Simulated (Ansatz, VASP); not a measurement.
One calculation of F, two programs

File INCAR:

```
SYSTEM = F
PREC = Accurate
ENCUT = 520
EDIFF = 1E-7
ISMEAR = 0
SIGMA = 0.05
LREAL = .FALSE.
LASPH = .TRUE.
NELM = 80
ALGO = Normal
ISIF = 2
LWAVE = .FALSE.
LCHARG = .TRUE.
GGA = PS
LELF = .TRUE.
LVHAR = .TRUE.
NBANDS = 22
```

File KPOINTS:

```
Automatic mesh
0
G
  4 4 2
  0 0 0
```

File POSCAR:

```
F
1.0
    3.2545362309     -1.8406745853     -0.2510179105
    3.2545362309      1.8406745853     -0.2510179105
   -2.4560879009      0.0000000000      7.3750948639
F
4
Direct
    0.0848459664      0.0848459664      0.0940038325
    0.9151540336      0.9151540336      0.9059961675
    0.5015719855      0.5015719855      0.5937195244
    0.4984280145      0.4984280145      0.4062804756
```

Input for Ansatz:

```yaml
crystal:
  lattice:
    - [3.2545362309, -1.8406745853, -0.2510179105]
    - [3.2545362309, 1.8406745853, -0.2510179105]
    - [-2.4560879009, 0.0, 7.3750948639]
  atoms:
    - { symbol: F, position: [0.0848459664, 0.0848459664, 0.0940038325] }
    - { symbol: F, position: [0.9151540336, 0.9151540336, 0.9059961675] }
    - { symbol: F, position: [0.5015719855, 0.5015719855, 0.5937195244] }
    - { symbol: F, position: [0.4984280145, 0.4984280145, 0.4062804756] }
basis:
  ecutwfc: 520.0
kpoints:
  mp_grid: { grid: [4, 4, 2] }
hamiltonian:
  xc: pbesol
scf:
  occupations: { method: gaussian, width: 0.05 }
output:
  forces: true
  stress: true
  eigenvalues: true
```

Change from the starting cell: volume 21.523 Å^3 an atom, stretch along a over the lengths across it, relative to the relaxed cell 1.0162.

Alike in both runs: task single point; functional PBEsol; k mesh 4 × 4 × 2; occupations gaussian, width 0.05 eV; no spin polarisation.

|  | VASP | Ansatz |
| --- | --- | --- |
| version | VASP 6.6.1 | Ansatz 0.2.0 |
| potentials or method | VASP PAW PBE potentials, release 64 (F), cutoff 520 eV | scalar-relativistic, plane waves, PAW |
| valence electrons in the cell | 28 | 28 |

```tsv
	VASP	Ansatz	Ansatz less VASP
gap on the k mesh at the Fermi level (eV)	2.54	2.61	+0.068
least direct gap on the mesh (eV)	2.61	2.68	+0.068
pressure (GPa)	-2.8	-3.0	-0.18
traceless stress, the component that is largest in VASP (GPa)	-3.58	-4.57	-0.994
rms of the force components (eV/Å)	0.719	0.913	+0.1942
```

VASP's potentials were made for PBE, not for PBEsol. Atom by atom the forces differ by 0.194 eV/Å (rms over components).

The k mesh is coarse, so the values compare programs but aren't converged.
